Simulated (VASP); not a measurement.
# Co3Si (P6_3/mmc) in VASP: further runs, part 2 of 2

VASP 6.6.1. Earlier steps stand in the parts before.

### 3 Relaxation of shape and atoms at fixed volume, PBEsol (9.19 Å³/atom)

This run uses another cell than the first one, of 9.19 Å³/atom.

Input file INCAR:

```
PREC = Accurate ; ENCUT = 600
EDIFF = 1E-6 ; ISMEAR = 0
SIGMA = 0.1 ; LREAL = False
LASPH = True ; NELM = 80
ALGO = Fast ; ISIF = 4
LWAVE = False ; LCHARG = False
GGA = PS ; IBRION = 2
NSW = 50 ; EDIFFG = -0.01
```

Input file KPOINTS:

```
Automatic mesh
0
Gamma
  12 12 10
```

Input file POSCAR:

```
Co3Si
1.0
    4.7353763396      0.0000000000      0.0000000000
   -2.3676881698      4.1009562066      0.0000000000
    0.0000000000      0.0000000000      3.7871591850
Co Si
6 2
Direct
    0.1664728971      0.3329457942      0.7500000000
    0.6670542058      0.8335271029      0.7500000000
    0.1664728971      0.8335271029      0.7500000000
    0.8335271029      0.6670542058      0.2500000000
    0.3329457942      0.1664728971      0.2500000000
    0.8335271029      0.1664728971      0.2500000000
    0.6666666667      0.3333333333      0.7500000000
    0.3333333333      0.6666666667      0.2500000000
```

Potentials or basis: VASP PAW PBE potentials, release 64 (Co, Si).

On the command line:

```sh
$ cat potpaw_PBE.64/Co/POTCAR potpaw_PBE.64/Si/POTCAR > POTCAR
$ mpirun -np 1 vasp_std > vasp.out
```

OUTCAR:

```text
PREC = Accurate
   ENCUT = 600
   EDIFF = 1E-6
   ISMEAR = 0
   LREAL = False
   LASPH = True
   NELM = 80
   ISIF = 4
   GGA = PS
   IBRION = 2
   NSW = 50
   EDIFFG = -0.01

 ion  position               nearest neighbor table
   1  0.166  0.333  0.750-   5 2.33   6 2.33   5 2.33   6 2.33   8 2.34   8 2.34   2 2.36   3 2.36
                             7 2.37   7 2.37   3 2.37   2 2.37
   2  0.667  0.834  0.750-   4 2.33   4 2.33   6 2.33   6 2.33   8 2.34   8 2.34   3 2.36   1 2.36
                             7 2.37   7 2.37   3 2.37   1 2.37
   3  0.166  0.834  0.750-   4 2.33   4 2.33   5 2.33   5 2.33   8 2.34   8 2.34   2 2.36   1 2.36
                             7 2.37   7 2.37   2 2.37   1 2.37
   4  0.834  0.667  0.250-   2 2.33   3 2.33   2 2.33   3 2.33   7 2.34   7 2.34   5 2.36   6 2.36
                             8 2.37   8 2.37   6 2.37   5 2.37
   5  0.333  0.166  0.250-   1 2.33   1 2.33   3 2.33   3 2.33   7 2.34   7 2.34   6 2.36   4 2.36
                             8 2.37   8 2.37   6 2.37   4 2.37
   6  0.834  0.166  0.250-   1 2.33   1 2.33   2 2.33   2 2.33   7 2.34   7 2.34   5 2.36   4 2.36
                             8 2.37   8 2.37   5 2.37   4 2.37
   7  0.667  0.333  0.750-   6 2.34   6 2.34   5 2.34   5 2.34   4 2.34   4 2.34   1 2.37   2 2.37
                             3 2.37   3 2.37   1 2.37   2 2.37
   8  0.333  0.667  0.250-   3 2.34   3 2.34   2 2.34   2 2.34   1 2.34   1 2.34   4 2.37   5 2.37
                             6 2.37   6 2.37   4 2.37   5 2.37

  LATTYP: Found a hexagonal cell.
 ALAT       =     4.7353763396
 C/A-ratio  =     0.7997588604

  Lattice vectors:

 A1 = (   4.7353763396,   0.0000000000,   0.0000000000)
 A2 = (  -2.3676881698,   4.1009562066,   0.0000000000)
 A3 = (   0.0000000000,   0.0000000000,   3.7871591850)

Analysis of symmetry for initial positions (statically):
=====================================================================
 Subroutine PRICEL returns:
 Original cell was already a primitive cell.

 Routine SETGRP: Setting up the symmetry group for a
 hexagonal supercell.

 Subroutine GETGRP returns: Found 24 space group operations
 (whereof 12 operations were pure point group operations)
 out of a pool of 24 trial point group operations.

The static configuration has the point symmetry D_3d.
 The point group associated with its full space group is D_6h.

Analysis of symmetry for dynamics (positions and initial velocities):
=====================================================================
 Subroutine PRICEL returns:
 Original cell was already a primitive cell.

 Routine SETGRP: Setting up the symmetry group for a
 hexagonal supercell.

 Subroutine GETGRP returns: Found 24 space group operations
 (whereof 12 operations were pure point group operations)
 out of a pool of 24 trial point group operations.

The dynamic configuration has the point symmetry D_3d.
 The point group associated with its full space group is D_6h.

 Subroutine INISYM returns: Found 24 space group operations
 (whereof 12 operations are pure point group operations),
 and found     1 'primitive' translations

----------------------------------------------------------------------------------------

                                     Primitive cell

  volume of cell :      73.5450

  direct lattice vectors                    reciprocal lattice vectors
[... 83 lines left out ...]
   total plane-waves  NPLWV =  48000
   dimension x,y,z NGX =    40 NGY =   40 NGZ =   30
   dimension x,y,z NGXF=    80 NGYF=   80 NGZF=   60
   ions per type =               6   2
   NGX,Y,Z   is equivalent  to a cutoff of  14.04, 14.04, 13.17 a.u.
   NGXF,Y,Z  is equivalent  to a cutoff of  28.09, 28.09, 26.34 a.u.
 SYSTEM =  unknown system
   PREC   = accura    normal or accurate (medium, high low for compatibility)
   ISTART =      0    job   : 0-new  1-cont  2-samecut
   ICHARG =      2    charge: 1-file 2-atom 10-const
   ISPIN  =      1    spin polarized calculation?
   LNONCOLLINEAR =      F non collinear calculations
   LSORBIT =      F    spin-orbit coupling
   LASPH  =      T    aspherical Exc in radial PAW
   ENCUT  =  600.0 eV  44.10 Ry    6.64 a.u.   9.46  9.46  7.56*2*pi/ulx,y,z
   NELM   =     80;   NELMIN=  2; NELMDL= -5     # of ELM steps
   EDIFF  = 0.1E-05   stopping-criterion for ELM
   LREAL  =      F    real-space projection
   EDIFFG = -.1E-01   stopping-criterion for IOM
   NSW    =     50    number of steps for IOM
   IBRION =      2    ionic relax: 0-MD 1-quasi-New 2-CG
   NFREE  =      1    steps in history (QN), initial steepest desc. (CG)
   ISIF   =      4    stress and relaxation
   ISYM   =      2    0-nonsym 1-usesym 2-fastsym
   POTIM  = 0.5000    time-step for ionic-motion
   TEBEG  =    0.0;   TEEND  =   0.0 temperature during run
   PSTRESS=    0.0 pullay stress
   NELECT =      62.0000    total number of electrons
   NUPDOWN=      -1.0000    fix difference up-down
   EMIN   =  10.00;   EMAX   =-10.00  energy-range for DOS
   EFERMI =   0.00;   METHOD = LEGACY
   ISMEAR =     0;   SIGMA  =   0.10  broadening in eV -4-tet -1-fermi 0-gaus
   EFERMI_NEDOS =   21; number of points for ismear=-14 and -15
   IALGO  =     68    algorithm
   IMIX   =      4    mixing-type and parameters
     AMIX     =   0.40;   BMIX     =  1.00
     AMIX_MAG =   1.60;   BMIX_MAG =  1.00
  volume/ion in A,a.u.               =       9.19        62.04
  Fermi-wavevector in a.u.,A,eV,Ry     =   1.546516  2.922491 32.541201  2.391711
  Thomas-Fermi vector in A             =   2.651741
   LORBIT       =      0    0 simple, 1 ext, 2 COOP (PROOUT), +10 PAW based schemes
   GGA     = PS    functional components
   LHFCALC =     F    Hartree Fock is set to
   AEXX    =    0.0000 exact exchange contribution
   IVDW    =     0    specifies the selected vdW correction
   LEPSILON=     F    determine dielectric tensor
   LRPA    =     F    only Hartree local field effects (RPA)
 conjugate gradient relaxation of ions
 non-spin polarized calculation
 RMM-DIIS sequential band-by-band and
 Gauss-broadening in eV      SIGMA  =   0.10
  energy-cutoff  :      600.00
  volume of cell :       73.55
 maximum number of plane-waves:      2488
 NGX is ok and might be reduce to    40
   NGX = 19   NGY = 19   NGZ = 15

--------------------------------------- Ionic step        1  -------------------------------------------

 number of electron      61.9999985 magnetization

 Free energy of the ion-electron system (eV)
  ---------------------------------------------------
  ext. energy  EPLUGINS =         0.00000000
  ---------------------------------------------------
  free energy    TOTEN  =       -60.16597033 eV

  energy without entropy =      -60.12270935  energy(sigma->0) =      -60.14433984

------------------------ aborting loop because EDIFF is reached ----------------------------------------

  FORCE on cell =-STRESS in cart. coord.  units (eV):
  Direction    XX          YY          ZZ          XY          YZ          ZX
  --------------------------------------------------------------------------------------
  -------------------------------------------------------------------------------------
  Total       14.3484851     14.3484851     14.4950664      0.0000000     -0.0000000      0.0000000
  in kB      312.5816227    312.5816227    315.7748953      0.0000000     -0.0000000      0.0000000
  external PRESSURE =     313.6460469 kB  Pullay stress =       0.0000000 kB
[... 71 lines left out ...]
--------------------------------------- Ionic step        3  -------------------------------------------

 number of electron      61.9999986 magnetization

 Free energy of the ion-electron system (eV)
  ---------------------------------------------------
  ext. energy  EPLUGINS =         0.00000000
  ---------------------------------------------------
  free energy    TOTEN  =       -60.16609316 eV

  energy without entropy =      -60.12300135  energy(sigma->0) =      -60.14454726

 E-fermi :  13.5835     XC(G=0): -14.2326

 val. band max:       13.5828708298   @ k =   0.3333   0.0833   0.4000
 cond. band min:      13.5842962208   @ k =   0.2500   0.0833   0.3000
 fundamental gap:      0.0014253910
 Fermi energy:        13.5834892537

 k-point     1 :       0.0000    0.0000    0.0000
  band No.  band energies     occupation
      1       0.6356      2.00000
      2       4.7473      2.00000
      3       7.9185      2.00000
      4       8.2911      2.00000
      5       8.2911      2.00000
      6       8.3068      2.00000
[... 949 lines left out ...]
     36      16.6931      0.00000
     37      17.0098      0.00000

 [... further k-points ...]

------------------------ aborting loop because EDIFF is reached ----------------------------------------

  FORCE on cell =-STRESS in cart. coord.  units (eV):
  Direction    XX          YY          ZZ          XY          YZ          ZX
  --------------------------------------------------------------------------------------
  -------------------------------------------------------------------------------------
  Total       14.3735782     14.3735782     14.4134416      0.0000000      0.0000000      0.0000000
  in kB      313.1282758    313.1282759    313.9966988      0.0000000      0.0000000      0.0000000
  external PRESSURE =     313.4177502 kB  Pullay stress =       0.0000000 kB
[... 23 lines left out ...]
  FREE ENERGIE OF THE ION-ELECTRON SYSTEM (eV)
  ---------------------------------------------------
  free  energy   TOTEN  =       -60.1660931608 eV

  energy  without entropy=      -60.1230013507  energy(sigma->0) =      -60.14454726

 reached required accuracy - stopping structural energy minimisation
```

Run time: 18 min. Hardware: 1 thread of Intel Xeon Platinum 8259CL at 2.50GHz (Skylake/Cascade Lake), shared host; peak memory 0.43 GiB.

Results:

```yaml
Free_energy: -60.1661 eV
Energy_gained_by_relaxing: 0.0 meV/atom
Ionic_steps: 3
Pressure_after_relaxing: 31.3 GPa
Band_gap_on_the_k_mesh: zero (bands 31 and 32 overlap by 0.68 eV)
```

The path:
| step | energy change (eV) | largest force (eV/Å) | pressure (GPa) | volume (Å³) |
| --- | --- | --- | --- | --- |
| 1 | 0.0000 | 0.0331 | 31.36 | 73.55 |
| 2 | -0.0001 | 0.0261 | 31.42 | 73.55 |
| 3 | -0.0001 | 0.0009 | 31.34 | 73.55 |

Final structure:
```
Co Si
1.0
     4.73454    0.00000    0.00000
    -2.36727    4.10023    0.00000
     0.00000    0.00000    3.78850
Co Si
6 2
Direct
  0.16636 0.33271 0.75000
  0.66729 0.83364 0.75000
  0.16636 0.83364 0.75000
  0.83364 0.66729 0.25000
  0.33271 0.16636 0.25000
  0.83364 0.16636 0.25000
  0.66667 0.33333 0.75000
  0.33333 0.66667 0.25000
```

Caveat: the PAW data sets were made with another functional, which shifts forces and pressure a little; the run has no spin polarisation, though such a crystal can be magnetic. Spin polarisation is off, so any magnetic state and its effect on volume and gap are missing.
